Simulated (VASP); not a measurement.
# SnO (P4/nmm) in VASP: further runs, part 2 of 2

VASP 6.6.1. The steps go on from the part before.

**4. Single point, PBEsol**

This run uses another cell than the first one, of the same volume but with other edges.

INCAR

```
PREC = Accurate
ENCUT = 520
EDIFF = 1E-6
ISMEAR = 0
SIGMA = 0.15
LREAL = F
LASPH = T
NELM = 100
ALGO = Normal
ISIF = 2
LWAVE = F
LCHARG = F
GGA = PS
NBANDS = 28
```

KPOINTS

```
Automatic mesh
0
Gamma
  14 14 12
```

POSCAR

```
SnO
1.0
    3.9091545137      0.0000000000      0.0000000000
    0.0000000000      3.9091545137      0.0000000000
    0.0000000000      0.0000000000      4.5745127643
Sn O
2 2
Direct
    0.0000000000      0.5000000000      0.2385000000
    0.5000000000      0.0000000000      0.7615000000
    0.0000000000      0.0000000000      0.0000000000
    0.5000000000      0.5000000000      0.0000000000
```

Potentials or basis: VASP PAW PBE potentials, release 64 (Sn_d, O).

Started as:

```sh
$ cat potpaw_PBE.64/Sn_d/POTCAR potpaw_PBE.64/O/POTCAR > POTCAR
$ mpirun -np 1 vasp_std > vasp.out
```

OUTCAR:

```text
PREC = Accurate
   ENCUT = 520
   EDIFF = 1E-6
   ISMEAR = 0
   LREAL = F
   LASPH = T
   NELM = 100
   ISIF = 2
   GGA = PS

 ion  position               nearest neighbor table
   1  0.000  0.500  0.239-   3 2.24   4 2.24   3 2.24   4 2.24   2 3.52   2 3.52   2 3.52   2 3.52
                             2 3.66   2 3.66   2 3.66   2 3.66
   2  0.500  0.000  0.761-   3 2.24   4 2.24   4 2.24   3 2.24   1 3.52   1 3.52   1 3.52   1 3.52
                             1 3.66   1 3.66   1 3.66   1 3.66
   3  0.000  0.000  0.000-   1 2.24   2 2.24   1 2.24   2 2.24
[... 950 lines left out ...]
  --------------------------------------------------------------------------------------
  -------------------------------------------------------------------------------------
  Total       -1.2393306     -1.2393306      0.9544910      0.0000000      0.0000000      0.0000000
  in kB      -28.4045053    -28.4045053     21.8762004      0.0000000      0.0000000      0.0000000
  external PRESSURE =     -11.6442701 kB  Pullay stress =       0.0000000 kB

 VOLUME and BASIS-vectors are now :
 -----------------------------------------------------------------------------
  energy-cutoff  :      520.00
  volume of cell :       69.91
      direct lattice vectors                 reciprocal lattice vectors
     3.909154514  0.000000000  0.000000000     0.255809791  0.000000000  0.000000000
     0.000000000  3.909154514  0.000000000     0.000000000  0.255809791  0.000000000
     0.000000000  0.000000000  4.574512764     0.000000000  0.000000000  0.218602516

 POSITION                                       TOTAL-FORCE (eV/Angst)
 -----------------------------------------------------------------------------------
      0.00000      1.95458      1.09102        -0.000000     -0.000000      0.415876
      1.95458      0.00000      3.48349         0.000000     -0.000000     -0.415876
      0.00000      0.00000      0.00000        -0.000000     -0.000000      0.000000
      1.95458      1.95458      0.00000        -0.000000      0.000000      0.000000
 -----------------------------------------------------------------------------------
    total drift:                                0.000000      0.000000     -0.000000

  FREE ENERGIE OF THE ION-ELECTRON SYSTEM (eV)
  ---------------------------------------------------
  free  energy   TOTEN  =       -24.1530908638 eV

  energy  without entropy=      -24.1529429687  energy(sigma->0) =      -24.15301692
```

OSZICAR:

```text
N       E                     dE             d eps       ncg     rms          rms(c)
DAV:   1     0.416370644637E+03    0.41637E+03   -0.19857E+04 14572   0.219E+03
DAV:   2     0.358176970103E+02   -0.38055E+03   -0.36540E+03 14604   0.543E+02
DAV:   3    -0.243963843228E+02   -0.60214E+02   -0.59040E+02 16088   0.180E+02
DAV:   4    -0.272855851269E+02   -0.28892E+01   -0.28755E+01 16396   0.420E+01
DAV:   5    -0.273527428055E+02   -0.67158E-01   -0.67148E-01 15424   0.696E+00    0.107E+01
DAV:   6    -0.242435583007E+02    0.31092E+01   -0.14661E+01 22832   0.431E+01    0.490E+00
DAV:   7    -0.241886552808E+02    0.54903E-01   -0.18216E+00 16460   0.809E+00    0.240E+00
DAV:   8    -0.241635107917E+02    0.25144E-01   -0.30620E-01 17040   0.353E+00    0.766E-01
DAV:   9    -0.241524291279E+02    0.11082E-01   -0.47141E-02 22916   0.223E+00    0.229E-01
DAV:  10    -0.241533826918E+02   -0.95356E-03   -0.67238E-03 20632   0.791E-01    0.127E-01
DAV:  11    -0.241530762737E+02    0.30642E-03   -0.16759E-03 21864   0.384E-01    0.227E-02
DAV:  12    -0.241530956792E+02   -0.19405E-04   -0.20321E-04 14552   0.841E-02    0.270E-02
DAV:  13    -0.241530905832E+02    0.50960E-05   -0.27790E-05 18004   0.354E-02    0.353E-03
DAV:  14    -0.241530908638E+02   -0.28057E-06   -0.11930E-06 10304   0.857E-03
   1 F= -.24153091E+02 E0= -.24153017E+02  d E =-.147895E-03
```

Wall time 9.5 min (1 thread of Oxide Virtual Turin-like, shared host); peak memory 0.44 GiB.

Results:

```
Free energy            : -24.1531 eV
Pressure               : -1.2 GPa
Largest force          : 0.416 eV/Å
Band gap on the k mesh : 0.35 eV (least direct gap 1.75 eV)
```

Forces in eV/Å, atoms in the order of the input:
```
Sn   0.000  0.000  0.416
Sn   0.000  0.000 -0.416
O    0.000  0.000  0.000
O    0.000  0.000  0.000
```

Caveat: the stress differs along the axes, from -3 to 2 GPa; semilocal functionals underestimate gaps, and a narrow one can read as zero; the PAW data sets were made with another functional, which shifts forces and pressure a little; spin-orbit coupling is left out, which moves the levels of the heavy elements.

**5. The runs side by side**

| cell | gap on the mesh (eV) | pressure (GPa) | largest force (eV/Å) |
| --- | --- | --- | --- |
| a = 3.741, b = 3.741, c = 4.996 Å, 4 atoms | none | 0.9 | 0.12 |
| a = 4.014, b = 4.014, c = 4.339 Å, 4 atoms | 0.66 | -2.5 | 0.48 |
| a = 3.909, b = 3.909, c = 4.575 Å, 4 atoms | 0.35 | -1.2 | 0.42 |

Alike in all rows: task single point; level PBEsol; potentials or basis VASP PAW PBE potentials, release 64 (Sn_d, O); no spin polarisation; k mesh 14 × 14 × 12; cutoff (eV) 520; smearing gaussian 0.15 eV.

Caveats: semilocal functionals underestimate gaps, and a narrow one can read as zero; the PAW data sets were made with another functional, which shifts forces and pressure a little; spin-orbit coupling is left out, which moves the levels of the heavy elements; the stress differs along the axes, from -5 to 3 GPa (at least some runs); the stress differs along the axes, from -3 to 2 GPa (at least some runs).

Total energies depend on the potentials used, so only differences within one code and one set of settings carry meaning.
